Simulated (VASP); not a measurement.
# MoSe (Fm-3m) in VASP: a series of runs

Runs on MoSe. Level: PBE. Tasks: single point.

Everything below comes from runs of VASP 6.6.1. Logs are shortened: lines on timing, memory, paths and dates and some standing lists are left out, and cuts for length are marked.

## (1) The cell of the first run

It takes space group Fm-3m (No. 225, cubic). The conventional cell has a = 4.964 Å, b = 4.964 Å, c = 4.964 Å, α = 90.00°, β = 90.00°, γ = 90.00°. Mo (site symmetry m-3m) has 6 Se at 2.48 Å within 3.3 Å. Se (site symmetry m-3m) has 6 Mo at 2.48 Å within 3.3 Å.

## (2) Single point, PBE

The input, INCAR:

```
PREC     = Accurate       # precision mode
ENCUT    = 500            # plane-wave cutoff, eV
EDIFF    = 1E-6           # SCF threshold, eV
ISMEAR   = 0              # smearing method
SIGMA    = 0.1            # smearing width, eV
LREAL    = F              # projectors in reciprocal space
LASPH    = T              # aspherical terms in the spheres
NELM     = 120            # most SCF steps
ALGO     = Normal         # electronic algorithm
ISIF     = 2              # what is computed and relaxed
LWAVE    = F              # write WAVECAR
LCHARG   = F              # write CHGCAR
GGA      = PE             # functional
NBANDS   = 17             # bands
GGA_COMPAT= F
```

The input, KPOINTS:

```
regular mesh
0
Gamma
  14 14 14
```

The input, POSCAR:

```
MoSe
1.0
    0.0000000000      2.4821826423      2.4821826423
    2.4821826423      0.0000000000      2.4821826423
    2.4821826423      2.4821826423      0.0000000000
Mo Se
1 1
Direct
    0.0000000000      0.0000000000      0.0000000000
    0.5000000000      0.5000000000      0.5000000000
```

Potentials or basis: VASP PAW PBE potentials, release 64 (Mo_sv, Se).

The run is started by

```console
$ cat potpaw_PBE.64/Mo_sv/POTCAR potpaw_PBE.64/Se/POTCAR > POTCAR
$ mpirun -np 1 vasp_std > vasp.out
```

OUTCAR:

```text
PREC = Accurate
   ENCUT = 500
   EDIFF = 1E-6
   ISMEAR = 0
   LREAL = F
   LASPH = T
   NELM = 120
   ISIF = 2
   GGA = PE

 ion  position               nearest neighbor table
   1  0.000  0.000  0.000-   2 2.48   2 2.48   2 2.48   2 2.48   2 2.48   2 2.48
   2  0.500  0.500  0.500-   1 2.48   1 2.48   1 2.48   1 2.48   1 2.48   1 2.48

  LATTYP: Found a face centered cubic cell.
 ALAT       =     4.9643652846

  Lattice vectors:

 A1 = (   0.0000000000,   2.4821826423,   2.4821826423)
 A2 = (   2.4821826423,   0.0000000000,   2.4821826423)
 A3 = (   2.4821826423,   2.4821826423,   0.0000000000)

Analysis of symmetry for initial positions (statically):
=====================================================================
 Subroutine PRICEL returns:
 Original cell was already a primitive cell.

 Routine SETGRP: Setting up the symmetry group for a
 face centered cubic supercell.

 Subroutine GETGRP returns: Found 48 space group operations
 (whereof 48 operations were pure point group operations)
 out of a pool of 48 trial point group operations.

The static configuration has the point symmetry O_h .

Analysis of symmetry for dynamics (positions and initial velocities):
=====================================================================
 Subroutine PRICEL returns:
 Original cell was already a primitive cell.

 Routine SETGRP: Setting up the symmetry group for a
 face centered cubic supercell.

 Subroutine GETGRP returns: Found 48 space group operations
 (whereof 48 operations were pure point group operations)
 out of a pool of 48 trial point group operations.

The dynamic configuration has the point symmetry O_h .

 Subroutine INISYM returns: Found 48 space group operations
 (whereof 48 operations are pure point group operations),
 and found     1 'primitive' translations

----------------------------------------------------------------------------------------

                                     Primitive cell

  volume of cell :      30.5866

  direct lattice vectors                    reciprocal lattice vectors
     0.000000000  2.482182642  2.482182642    -0.201435620  0.201435620  0.201435620
     2.482182642  0.000000000  2.482182642     0.201435620 -0.201435620  0.201435620
     2.482182642  2.482182642  0.000000000     0.201435620  0.201435620 -0.201435620

  length of vectors
     3.510336357  3.510336357  3.510336357     0.348896729  0.348896729  0.348896729

  position of ions in fractional coordinates (direct lattice)
     0.000000000  0.000000000  0.000000000
     0.500000000  0.500000000  0.500000000

  ion indices of the primitive-cell ions
   primitive index   ion index
                 1           1
                 2           2

----------------------------------------------------------------------------------------

 KPOINTS: regular mesh

Automatic generation of k-mesh.
 Grid dimensions read from file:
 generate k-points for:   14   14   14

 Generating k-lattice:

  Cartesian coordinates                     Fractional coordinates (reciprocal lattice)
    -0.014388259  0.014388259  0.014388259     0.071428571  0.000000000  0.000000000
     0.014388259 -0.014388259  0.014388259     0.000000000  0.071428571  0.000000000
     0.014388259  0.014388259 -0.014388259     0.000000000  0.000000000  0.071428571

  Length of vectors
     0.024921195  0.024921195  0.024921195

  Shift w.r.t. Gamma in fractional coordinates (k-lattice)
     0.000000000  0.000000000  0.000000000

 Subroutine IBZKPT returns following result:
 ===========================================

 Found    104 irreducible k-points:

 Following reciprocal coordinates:
            Coordinates               Weight
  0.000000  0.000000  0.000000      1.000000
  0.071429  0.000000  0.000000      8.000000
  0.142857  0.000000  0.000000      8.000000
  0.214286  0.000000  0.000000      8.000000
  0.285714  0.000000  0.000000      8.000000
  0.357143  0.000000  0.000000      8.000000
[... 16 lines left out ...]
  0.214286  0.142857  0.000000     24.000000
  0.285714  0.142857  0.000000     24.000000
 [... further k-points ...]
   k-points           NKPTS =    104   k-points in BZ     NKDIM =    104   number of bands    NBANDS=     17
   number of dos      NEDOS =    301   number of ions     NIONS =      2
   total plane-waves  NPLWV =  21952
   dimension x,y,z NGX =    28 NGY =   28 NGZ =   28
   dimension x,y,z NGXF=    56 NGYF=   56 NGZF=   56
   ions per type =               1   1
   NGX,Y,Z   is equivalent  to a cutoff of  13.26, 13.26, 13.26 a.u.
   NGXF,Y,Z  is equivalent  to a cutoff of  26.52, 26.52, 26.52 a.u.
 SYSTEM =  unknown system
   PREC   = accura    normal or accurate (medium, high low for compatibility)
   ISTART =      0    job   : 0-new  1-cont  2-samecut
   ICHARG =      2    charge: 1-file 2-atom 10-const
   ISPIN  =      1    spin polarized calculation?
   LNONCOLLINEAR =      F non collinear calculations
   LSORBIT =      F    spin-orbit coupling
   LASPH  =      T    aspherical Exc in radial PAW
   ENCUT  =  500.0 eV  36.75 Ry    6.06 a.u.   6.40  6.40  6.40*2*pi/ulx,y,z
   NELM   =    120;   NELMIN=  2; NELMDL= -5     # of ELM steps
   EDIFF  = 0.1E-05   stopping-criterion for ELM
   LREAL  =      F    real-space projection
   EDIFFG = 0.1E-04   stopping-criterion for IOM
   NSW    =      0    number of steps for IOM
   IBRION =     -1    ionic relax: 0-MD 1-quasi-New 2-CG
   NFREE  =      0    steps in history (QN), initial steepest desc. (CG)
   ISIF   =      2    stress and relaxation
   ISYM   =      2    0-nonsym 1-usesym 2-fastsym
   POTIM  = 0.5000    time-step for ionic-motion
   TEBEG  =    0.0;   TEEND  =   0.0 temperature during run
   PSTRESS=    0.0 pullay stress
   NELECT =      20.0000    total number of electrons
   NUPDOWN=      -1.0000    fix difference up-down
   EMIN   =  10.00;   EMAX   =-10.00  energy-range for DOS
   EFERMI =   0.00;   METHOD = LEGACY
   ISMEAR =     0;   SIGMA  =   0.10  broadening in eV -4-tet -1-fermi 0-gaus
   EFERMI_NEDOS =   21; number of points for ismear=-14 and -15
   IALGO  =     38    algorithm
   IMIX   =      4    mixing-type and parameters
     AMIX     =   0.40;   BMIX     =  1.00
     AMIX_MAG =   1.60;   BMIX_MAG =  1.00
  volume/ion in A,a.u.               =      15.29       103.20
  Fermi-wavevector in a.u.,A,eV,Ry     =   1.420936  2.685179 27.470956  2.019058
  Thomas-Fermi vector in A             =   2.541798
   LORBIT       =      0    0 simple, 1 ext, 2 COOP (PROOUT), +10 PAW based schemes
   GGA     = PE    functional components
   LHFCALC =     F    Hartree Fock is set to
   AEXX    =    0.0000 exact exchange contribution
   IVDW    =     0    specifies the selected vdW correction
   LEPSILON=     F    determine dielectric tensor
   LRPA    =     F    only Hartree local field effects (RPA)
 non-spin polarized calculation
 Gauss-broadening in eV      SIGMA  =   0.10
  energy-cutoff  :      500.00
  volume of cell :       30.59
 maximum number of plane-waves:       793
 NGX is ok and might be reduce to    28
   NGX = 13   NGY = 13   NGZ = 13

 number of electron      20.0000001 magnetization

 Free energy of the ion-electron system (eV)
  ---------------------------------------------------
  ext. energy  EPLUGINS =         0.00000000
  ---------------------------------------------------
  free energy    TOTEN  =       -12.87936735 eV

  energy without entropy =      -12.86792371  energy(sigma->0) =      -12.87364553

 E-fermi :  11.8024     XC(G=0): -12.5672

 val. band max:       11.7932155011   @ k =   0.5000   0.1429   0.0000
 cond. band min:      11.8103180653   @ k =  -0.1429   0.1429   0.0000
 fundamental gap:      0.0171025642
 Fermi energy:        11.8023673527

 k-point     1 :       0.0000    0.0000    0.0000
  band No.  band energies     occupation
      1     -49.4273      2.00000
      2     -23.5733      2.00000
      3     -23.5733      2.00000
      4     -23.5733      2.00000
      5      -5.2032      2.00000
      6       9.2644      2.00000
[... 9 lines left out ...]
     16      25.1338      0.00000
     17      25.1338      0.00000

 k-point     2 :       0.0714    0.0000    0.0000
  band No.  band energies     occupation
      1     -49.4264      2.00000
      2     -23.5853      2.00000
      3     -23.5741      2.00000
      4     -23.5741      2.00000
      5      -5.1210      2.00000
      6       8.3814      2.00000
[... 9 lines left out ...]
     16      24.5748      0.00000
     17      24.8421      0.00000

 k-point     3 :       0.1429    0.0000    0.0000
  band No.  band energies     occupation
      1     -49.4240      2.00000
      2     -23.6186      2.00000
      3     -23.5765      2.00000
      4     -23.5765      2.00000
      5      -4.8819      2.00000
      6       7.1818      2.00000
[... 9 lines left out ...]
     16      23.7503      0.00000
     17      23.9562      0.00000

 k-point     4 :       0.2143    0.0000    0.0000
  band No.  band energies     occupation
      1     -49.4204      2.00000
      2     -23.6665      2.00000
      3     -23.5799      2.00000
      4     -23.5799      2.00000
      5      -4.5090      2.00000
      6       5.9279      2.00000
[... 9 lines left out ...]
     16      22.6684      0.00000
     17      22.6684      0.00000
[... 343 lines left out ...]
      1     -49.4228      2.00000
      2     -23.6129      2.00000
      3     -23.5878      2.00000
      4     -23.5878      2.00000
      5      -4.8017      2.00000
      6       6.2806      2.00000
[... 9 lines left out ...]
     16      23.2538      0.00000
     17      23.2538      0.00000

 k-point    23 :       0.2143    0.1429    0.0000
  band No.  band energies     occupation
      1     -49.4201      2.00000
      2     -23.6434      2.00000
      3     -23.5944      2.00000
      4     -23.5911      2.00000
      5      -4.5592      2.00000
      6       5.5800      2.00000
[... 9 lines left out ...]
     16      22.0808      0.00000
     17      22.6147      0.00000

 k-point    24 :       0.2857    0.1429    0.0000
  band No.  band energies     occupation
      1     -49.4166      2.00000
      2     -23.6865      2.00000
      3     -23.6001      2.00000
      4     -23.5945      2.00000
      5      -4.2151      2.00000
      6       4.9095      2.00000
[... 9 lines left out ...]
     16      21.1818      0.00000
     17      21.8476      0.00000

 [... further k-points ...]

------------------------ aborting loop because EDIFF is reached ----------------------------------------

  FORCE on cell =-STRESS in cart. coord.  units (eV):
  Direction    XX          YY          ZZ          XY          YZ          ZX
  --------------------------------------------------------------------------------------
  -------------------------------------------------------------------------------------
  Total        5.8365586      5.8365586      5.8365586      0.0000000      0.0000000      0.0000000
  in kB      305.7287161    305.7287161    305.7287161      0.0000000      0.0000000      0.0000000
  external PRESSURE =     305.7287161 kB  Pullay stress =       0.0000000 kB

 VOLUME and BASIS-vectors are now :
 -----------------------------------------------------------------------------
  energy-cutoff  :      500.00
  volume of cell :       30.59
      direct lattice vectors                 reciprocal lattice vectors
     0.000000000  2.482182642  2.482182642    -0.201435620  0.201435620  0.201435620
     2.482182642  0.000000000  2.482182642     0.201435620 -0.201435620  0.201435620
     2.482182642  2.482182642  0.000000000     0.201435620  0.201435620 -0.201435620

 POSITION                                       TOTAL-FORCE (eV/Angst)
 -----------------------------------------------------------------------------------
      0.00000      0.00000      0.00000        -0.000000     -0.000000     -0.000000
      2.48218      2.48218      2.48218         0.000000      0.000000      0.000000
 -----------------------------------------------------------------------------------
    total drift:                               -0.000000      0.000000      0.000000

  FREE ENERGIE OF THE ION-ELECTRON SYSTEM (eV)
  ---------------------------------------------------
  free  energy   TOTEN  =       -12.8793673494 eV

  energy  without entropy=      -12.8679237136  energy(sigma->0) =      -12.87364553
```

Run time: 31 s. Hardware: 1 thread of Intel Xeon Platinum 8488C (Sapphire Rapids), shared host; peak memory 0.19 GiB.

Results:

- Free energy: -12.8794 eV
- Pressure: 30.6 GPa
- Band gap on the k mesh: zero (band 10 reaches 12.10 eV, above the bottom of band 11 at 9.47 eV)

## (3) Single point, PBE

This run uses another cell than the first one, of 16.36 Å³/atom, 1.070 times its volume.

The input, INCAR:

```
ALGO = Normal ; EDIFF = 1E-6
ENCUT = 500 ; GGA = PE
GGA_COMPAT = F ; ISIF = 2
ISMEAR = 0 ; LASPH = T
LCHARG = F ; LREAL = F
LWAVE = F ; NBANDS = 17
NELM = 120 ; PREC = Accurate
SIGMA = 0.1
```

The input, KPOINTS:

```
k-points
0
Gamma
  14 14 14
```

The input, POSCAR:

```
MoSe
1.0
    0.0000000000      2.5386151041      2.5386151041
    2.5386151041      0.0000000000      2.5386151041
    2.5386151041      2.5386151041      0.0000000000
Mo Se
1 1
Direct
    0.0000000000      0.0000000000      0.0000000000
    0.5000000000      0.5000000000      0.5000000000
```

Potentials or basis: VASP PAW PBE potentials, release 64 (Mo_sv, Se).

The run is started by

```console
$ cat potpaw_PBE.64/Mo_sv/POTCAR potpaw_PBE.64/Se/POTCAR > POTCAR
$ mpirun -np 1 vasp_std > vasp.out
```

OUTCAR:

```text
EDIFF = 1E-6
   ENCUT = 500
   GGA = PE
   ISIF = 2
   ISMEAR = 0
   LASPH = T
   LREAL = F
   NELM = 120
   PREC = Accurate

 ion  position               nearest neighbor table
   1  0.000  0.000  0.000-   2 2.54   2 2.54   2 2.54   2 2.54   2 2.54   2 2.54
   2  0.500  0.500  0.500-   1 2.54   1 2.54   1 2.54   1 2.54   1 2.54   1 2.54

  LATTYP: Found a face centered cubic cell.
 ALAT       =     5.0772302082

  Lattice vectors:

 A1 = (   0.0000000000,   2.5386151041,   2.5386151041)
 A2 = (   2.5386151041,   0.0000000000,   2.5386151041)
 A3 = (   2.5386151041,   2.5386151041,   0.0000000000)

Analysis of symmetry for initial positions (statically):
=====================================================================
 Subroutine PRICEL returns:
 Original cell was already a primitive cell.

 Routine SETGRP: Setting up the symmetry group for a
 face centered cubic supercell.

 Subroutine GETGRP returns: Found 48 space group operations
 (whereof 48 operations were pure point group operations)
 out of a pool of 48 trial point group operations.

The static configuration has the point symmetry O_h .

Analysis of symmetry for dynamics (positions and initial velocities):
[... 161 lines left out ...]

 val. band max:       10.7944816623   @ k =  -0.3571   0.3571   0.0714
 cond. band min:      10.7970643668   @ k =   0.5000   0.1429   0.0000
 fundamental gap:      0.0025827045
 Fermi energy:        10.7950741547

 k-point     1 :       0.0000    0.0000    0.0000
  band No.  band energies     occupation
      1     -50.4453      2.00000
      2     -24.5732      2.00000
      3     -24.5732      2.00000
      4     -24.5732      2.00000
      5      -5.7311      2.00000
      6       8.4803      2.00000
[... 457 lines left out ...]
      4     -24.5895      2.00000
      5      -4.8569      2.00000
      6       4.2710      2.00000
[... 9 lines left out ...]
     16      19.8293      0.00000
     17      20.5432      0.00000

 [... further k-points ...]

------------------------ aborting loop because EDIFF is reached ----------------------------------------

  FORCE on cell =-STRESS in cart. coord.  units (eV):
  Direction    XX          YY          ZZ          XY          YZ          ZX
  --------------------------------------------------------------------------------------
  -------------------------------------------------------------------------------------
  Total        2.9728445      2.9728445      2.9728445      0.0000000      0.0000000      0.0000000
  in kB      145.5667535    145.5667535    145.5667535      0.0000000      0.0000000      0.0000000
  external PRESSURE =     145.5667535 kB  Pullay stress =       0.0000000 kB

 VOLUME and BASIS-vectors are now :
 -----------------------------------------------------------------------------
  energy-cutoff  :      500.00
  volume of cell :       32.72
      direct lattice vectors                 reciprocal lattice vectors
     0.000000000  2.538615104  2.538615104    -0.196957782  0.196957782  0.196957782
     2.538615104  0.000000000  2.538615104     0.196957782 -0.196957782  0.196957782
     2.538615104  2.538615104  0.000000000     0.196957782  0.196957782 -0.196957782

 POSITION                                       TOTAL-FORCE (eV/Angst)
 -----------------------------------------------------------------------------------
      0.00000      0.00000      0.00000        -0.000000     -0.000000     -0.000000
      2.53862      2.53862      2.53862         0.000000      0.000000      0.000000
 -----------------------------------------------------------------------------------
    total drift:                               -0.000000      0.000000      0.000000

  FREE ENERGIE OF THE ION-ELECTRON SYSTEM (eV)
  ---------------------------------------------------
  free  energy   TOTEN  =       -13.1739311184 eV

  energy  without entropy=      -13.1611896210  energy(sigma->0) =      -13.16756037
```

OSZICAR:

```text
N       E                     dE             d eps       ncg     rms          rms(c)
DAV:   1     0.131032268702E+03    0.13103E+03   -0.10602E+04  3552   0.111E+03
DAV:   2    -0.103823898014E+02   -0.14141E+03   -0.13825E+03  4421   0.303E+02
DAV:   3    -0.135743265884E+02   -0.31919E+01   -0.31609E+01  3958   0.422E+01
DAV:   4    -0.135872431039E+02   -0.12917E-01   -0.12913E-01  4382   0.307E+00
DAV:   5    -0.135872985731E+02   -0.55469E-04   -0.55470E-04  3945   0.202E-01    0.159E+01
DAV:   6    -0.131935781177E+02    0.39372E+00   -0.18797E+00  3617   0.985E+00    0.645E+00
DAV:   7    -0.131773677758E+02    0.16210E-01   -0.92478E-02  3666   0.256E+00    0.397E+00
DAV:   8    -0.131739404653E+02    0.34273E-02   -0.13528E-02  3976   0.786E-01    0.290E-01
DAV:   9    -0.131739270920E+02    0.13373E-04   -0.15928E-04  3891   0.925E-02    0.175E-01
DAV:  10    -0.131739332047E+02   -0.61127E-05   -0.15339E-04  3920   0.890E-02    0.256E-02
DAV:  11    -0.131739328570E+02    0.34770E-06   -0.13092E-05  3984   0.305E-02    0.268E-02
DAV:  12    -0.131739311973E+02    0.16597E-05   -0.11323E-06  2181   0.761E-03    0.186E-03
DAV:  13    -0.131739311184E+02    0.78930E-07   -0.54337E-08  1870   0.179E-03
   1 F= -.13173931E+02 E0= -.13167560E+02  d E =-.127415E-01
```

stdout:

```text
POSCAR found type information on POSCAR MoSe
 POSCAR found :  2 types and       2 ions
 scaLAPACK will be used
 LDA part: xc-table for (Slater+PW92), standard interpolation
 POSCAR, INCAR and KPOINTS ok, starting setup
 FFT: planning ... GRIDC
 FFT: planning ... GRID_SOFT
 FFT: planning ... GRID
 WAVECAR not read
 entering main loop
```

It took 40 s on 1 thread of Intel Xeon Platinum 8488C (Sapphire Rapids), shared host; peak memory 0.19 GiB.

What came out:

| Property | Result |
| --- | --- |
| Free energy | -13.1739 eV |
| Pressure | 14.6 GPa |
| Band gap on the k mesh | zero (band 10 reaches 11.08 eV, above the bottom of band 11 at 8.53 eV) |
